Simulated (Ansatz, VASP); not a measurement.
TeOs: VASP beside Ansatz

```
CELL_PARAMETERS angstrom
0.00000 2.73307 2.73307
2.73307 0.00000 2.73307
2.73307 2.73307 0.00000
ATOMIC_POSITIONS crystal
Os 0.50000 0.50000 0.50000
Te 0.00366 0.00366 0.99634
```

Alike in both runs: task single point; functional PBE; k mesh 10 × 10 × 10; occupations gaussian, width 0.05 eV; collinear spin.

|  | VASP | Ansatz |
| --- | --- | --- |
| version | VASP 6.6.1 | Ansatz 0.2.0 |
| potentials or method | VASP PAW PBE potentials, release 64 (Os, Te), cutoff 520 eV | scalar-relativistic, plane waves, PAW |
| valence electrons in the cell | 14 | 32 |

|  | VASP | Ansatz | Ansatz less VASP |
| --- | --- | --- | --- |
| gap on the k mesh at the Fermi level (eV) | none | none | - |
| pressure (GPa) | 0.0 | 0.1 | +0.03 |
| rms of the force components (eV/Å) | 0.053 | 0.053 | -0.0001 |
| net moment per atom (μB) | 0.00 | 0.00 | 0.000 |

Atom by atom the forces differ by 0.000 eV/Å (rms over components). A gap of «none» marks a metal or a gap that the smearing closes. VASP's potentials hold 14 valence electrons a cell and Ansatz's 32, so a difference there can come from the potentials and not from the codes. Ansatz's warnings: seeded moment not kept, stability check not made.

Neither program's run includes spin-orbit coupling.
